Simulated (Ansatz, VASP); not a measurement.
One calculation of Cs, two programs

```
CELL_PARAMETERS angstrom
-2.94316 3.02250 2.94316
3.10184 -3.02250 3.10184
2.94316 3.02250 -2.94316
ATOMIC_POSITIONS crystal
Cs 0.00000 0.00000 0.00000
```

Change from the starting cell: strain +0.0525 x Voigt [0, 0, 0, 0, 1, 0], atoms carried along.

Alike in both runs: task single point; functional PBE; k mesh 12 × 12 × 12; occupations gaussian, width 0.15 eV; no spin polarisation.

```csv
,VASP,Ansatz
version,VASP 6.6.1,Ansatz 0.2.0
potentials or method,"VASP PAW PBE potentials, release 64 (Cs_sv), cutoff 520 eV","scalar-relativistic, plane waves, PAW"
valence electrons in the cell,9,9
```

```tsv
	VASP	Ansatz	Ansatz less VASP
gap on the k mesh at the Fermi level (eV)	none	none	-
pressure (GPa)	0.1	0.1	+0.01
traceless stress, the component that is largest in VASP (GPa)	-0.08	-0.08	+0.001
```

A gap of «none» marks a metal or a gap that the smearing closes.

Neither program's run includes spin-orbit coupling.
